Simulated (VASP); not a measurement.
# Sn in VASP: single point with PBE

Aim: the single point of Sn with PBE.

Everything below comes from runs of VASP 6.6.1. Logs are shortened: lines on timing, memory, paths and dates and some standing lists are left out, and cuts for length are marked.

## (1) The cell of the first run

The cell holds a sublattice, 2 atoms: a = 4.000 Å, b = 4.000 Å, c = 5.853 Å, α = 109.98°, β = 109.98°, γ = 90.00°.

## (2) Single point, PBE

The input, INCAR:

```
SYSTEM = Sn
PREC = Accurate
ENCUT = 520
EDIFF = 1E-6
ISMEAR = 0
SIGMA = 0.1
LREAL = .FALSE.
LASPH = .TRUE.
NELM = 80
ALGO = Normal
ISIF = 2
LWAVE = .FALSE.
LCHARG = .FALSE.
GGA = PE
NBANDS = 21
```

The input, KPOINTS:

```
Automatic mesh
0
G
  8 8 8
  0 0 0
```

The input, POSCAR:

```
Sn
1.0
    0.0000000000     -4.0001372224      0.0000000000
    4.0001372224      0.0000000000      0.0000000000
   -2.0000686112      2.0000686112      5.1236788559
Sn
2
Direct
    0.7500000000      0.2500000000      0.5000000000
    0.0000000000      0.0000000000      0.0000000000
```

Potentials or basis: VASP PAW PBE potentials, release 64 (Sn_d).

Command:

```console
$ cat potpaw_PBE.64/Sn_d/POTCAR > POTCAR
$ mpirun -np 1 vasp_std > vasp.out
```

OUTCAR:

```text
SYSTEM = Sn
   PREC = Accurate
   ENCUT = 520
   EDIFF = 1E-6
   ISMEAR = 0
   LREAL = .FALSE.
   LASPH = .TRUE.
   NELM = 80
   ISIF = 2
   GGA = PE

 ion  position               nearest neighbor table
   1  0.750  0.250  0.500-   2 3.25   2 3.25   2 3.25   2 3.25
   2  0.000  0.000  0.000-   1 3.25   1 3.25   1 3.25   1 3.25

  LATTYP: Found a body centered tetragonal cell.
 ALAT       =     4.0001372224
 C/A-ratio  =     2.5617515455

  Lattice vectors:

 A1 = (  -2.0000686112,  -2.0000686112,  -5.1236788559)
 A2 = (   2.0000686112,   2.0000686112,  -5.1236788559)
 A3 = (   2.0000686112,  -2.0000686112,   5.1236788559)

Analysis of symmetry for initial positions (statically):
=====================================================================
 Subroutine PRICEL returns:
 Original cell was already a primitive cell.

 Routine SETGRP: Setting up the symmetry group for a
 body centered tetragonal supercell.

 Subroutine GETGRP returns: Found 16 space group operations
 (whereof  8 operations were pure point group operations)
 out of a pool of 16 trial point group operations.

The static configuration has the point symmetry D_2d.
 The point group associated with its full space group is D_4h.

Analysis of symmetry for dynamics (positions and initial velocities):
=====================================================================
 Subroutine PRICEL returns:
 Original cell was already a primitive cell.

 Routine SETGRP: Setting up the symmetry group for a
 body centered tetragonal supercell.

 Subroutine GETGRP returns: Found 16 space group operations
 (whereof  8 operations were pure point group operations)
 out of a pool of 16 trial point group operations.

The dynamic configuration has the point symmetry D_2d.
 The point group associated with its full space group is D_4h.

 Subroutine INISYM returns: Found 16 space group operations
 (whereof  8 operations are pure point group operations),
 and found     1 'primitive' translations

----------------------------------------------------------------------------------------

                                     Primitive cell

  volume of cell :      81.9845

  direct lattice vectors                    reciprocal lattice vectors
     0.000000000 -4.000137222  0.000000000     0.000000000 -0.249991424  0.097586132
     4.000137222  0.000000000  0.000000000     0.249991424  0.000000000  0.097586132
[... 76 lines left out ...]
   PREC   = accura    normal or accurate (medium, high low for compatibility)
   ISTART =      0    job   : 0-new  1-cont  2-samecut
   ICHARG =      2    charge: 1-file 2-atom 10-const
   ISPIN  =      1    spin polarized calculation?
   LNONCOLLINEAR =      F non collinear calculations
   LSORBIT =      F    spin-orbit coupling
   LASPH  =      T    aspherical Exc in radial PAW
   ENCUT  =  520.0 eV  38.22 Ry    6.18 a.u.   7.44  7.44 10.88*2*pi/ulx,y,z
   NELM   =     80;   NELMIN=  2; NELMDL= -5     # of ELM steps
   EDIFF  = 0.1E-05   stopping-criterion for ELM
   LREAL  =      F    real-space projection
   EDIFFG = 0.1E-04   stopping-criterion for IOM
   NSW    =      0    number of steps for IOM
   IBRION =     -1    ionic relax: 0-MD 1-quasi-New 2-CG
   NFREE  =      0    steps in history (QN), initial steepest desc. (CG)
   ISIF   =      2    stress and relaxation
   ISYM   =      2    0-nonsym 1-usesym 2-fastsym
   POTIM  = 0.5000    time-step for ionic-motion
   TEBEG  =    0.0;   TEEND  =   0.0 temperature during run
   PSTRESS=    0.0 pullay stress
   NELECT =      28.0000    total number of electrons
   NUPDOWN=      -1.0000    fix difference up-down
   EMIN   =  10.00;   EMAX   =-10.00  energy-range for DOS
   EFERMI =   0.00;   METHOD = LEGACY
   ISMEAR =     0;   SIGMA  =   0.10  broadening in eV -4-tet -1-fermi 0-gaus
   EFERMI_NEDOS =   21; number of points for ismear=-14 and -15
   IALGO  =     38    algorithm
   IMIX   =      4    mixing-type and parameters
     AMIX     =   0.40;   BMIX     =  1.00
     AMIX_MAG =   1.60;   BMIX_MAG =  1.00
  volume/ion in A,a.u.               =      40.99       276.63
  Fermi-wavevector in a.u.,A,eV,Ry     =   1.144327  2.162465 17.816626  1.309485
  Thomas-Fermi vector in A             =   2.281020
   LORBIT       =      0    0 simple, 1 ext, 2 COOP (PROOUT), +10 PAW based schemes
   GGA     = PE    functional components
   LHFCALC =     F    Hartree Fock is set to
   AEXX    =    0.0000 exact exchange contribution
   IVDW    =     0    specifies the selected vdW correction
   LEPSILON=     F    determine dielectric tensor
   LRPA    =     F    only Hartree local field effects (RPA)
 non-spin polarized calculation
 Gauss-broadening in eV      SIGMA  =   0.10
  energy-cutoff  :      520.00
  volume of cell :       81.98
 maximum number of plane-waves:      2244
 NGX is ok and might be reduce to    30
   NGX = 15   NGY = 15   NGZ = 21

 number of electron      28.0000001 magnetization

 Free energy of the ion-electron system (eV)
  ---------------------------------------------------
  ext. energy  EPLUGINS =         0.00000000
  ---------------------------------------------------
  free energy    TOTEN  =        -6.85370538 eV

  energy without entropy =       -6.84223504  energy(sigma->0) =       -6.84797021

 E-fermi :   3.9579     XC(G=0):  -8.4019

 val. band max:        3.9319567652   @ k =   0.2500   0.2500   0.0000
 cond. band min:       3.9653506326   @ k =   0.3750   0.3750   0.0000
 fundamental gap:      0.0333938674
 Fermi energy:         3.9578942684

 k-point     1 :       0.0000    0.0000    0.0000
  band No.  band energies     occupation
      1     -17.5418      2.00000
      2     -17.5297      2.00000
      3     -17.5297      2.00000
      4     -17.5236      2.00000
      5     -17.5205      2.00000
      6     -17.4844      2.00000
[... 565 lines left out ...]
     20      11.9120      0.00000
     21      12.2619      0.00000

 [... further k-points ...]
[... 5 lines left out ...]
  --------------------------------------------------------------------------------------
  -------------------------------------------------------------------------------------
  Total       -2.2932732     -2.2932732     -2.5556380      0.0000000      0.0000000      0.0000000
  in kB      -44.8161652    -44.8161652    -49.9434161      0.0000000      0.0000000      0.0000000
  external PRESSURE =     -46.5252489 kB  Pullay stress =       0.0000000 kB

 VOLUME and BASIS-vectors are now :
 -----------------------------------------------------------------------------
  energy-cutoff  :      520.00
  volume of cell :       81.98
      direct lattice vectors                 reciprocal lattice vectors
     0.000000000 -4.000137222  0.000000000     0.000000000 -0.249991424  0.097586132
     4.000137222  0.000000000  0.000000000     0.249991424  0.000000000  0.097586132
    -2.000068611  2.000068611  5.123678856     0.000000000  0.000000000  0.195172264

 POSITION                                       TOTAL-FORCE (eV/Angst)
 -----------------------------------------------------------------------------------
      0.00000     -2.00007      2.56184         0.000000     -0.000000      0.000000
      0.00000      0.00000      0.00000        -0.000000      0.000000      0.000000
 -----------------------------------------------------------------------------------
    total drift:                                0.000000      0.000000      0.000000

  FREE ENERGIE OF THE ION-ELECTRON SYSTEM (eV)
  ---------------------------------------------------
  free  energy   TOTEN  =        -6.8537053820 eV

  energy  without entropy=       -6.8422350400  energy(sigma->0) =       -6.84797021
```

OSZICAR:

```text
N       E                     dE             d eps       ncg     rms          rms(c)
DAV:   1     0.220765586925E+03    0.22077E+03   -0.14401E+04  2488   0.178E+03
DAV:   2     0.171034838746E+02   -0.20366E+03   -0.20014E+03  2488   0.430E+02
DAV:   3    -0.605196399882E+01   -0.23155E+02   -0.22985E+02  2921   0.137E+02
DAV:   4    -0.683910625781E+01   -0.78714E+00   -0.78655E+00  2743   0.279E+01
DAV:   5    -0.687282583362E+01   -0.33720E-01   -0.33719E-01  3639   0.543E+00    0.146E+00
DAV:   6    -0.685851652980E+01    0.14309E-01   -0.22046E-02  3121   0.187E+00    0.825E-01
DAV:   7    -0.685340038470E+01    0.51161E-02   -0.20500E-02  2929   0.162E+00    0.107E-01
DAV:   8    -0.685366424940E+01   -0.26386E-03   -0.37857E-03  2761   0.720E-01    0.350E-02
DAV:   9    -0.685370492134E+01   -0.40672E-04   -0.13730E-04  3752   0.104E-01    0.145E-02
DAV:  10    -0.685370538201E+01   -0.46066E-06   -0.96197E-06  2829   0.342E-02
   1 F= -.68537054E+01 E0= -.68479702E+01  d E =-.114703E-01
```

Wall time 27 s (1 thread of Intel Xeon 6975P-C (Granite Rapids), shared host); peak memory 0.23 GiB.

Results:

* Free energy: -6.8537 eV
* Pressure: -4.7 GPa
* Band gap on the k mesh: zero (band 14 reaches 5.99 eV, above the bottom of band 15 at 3.59 eV)

Caveat: spin-orbit coupling is left out, which moves the levels of the heavy elements.
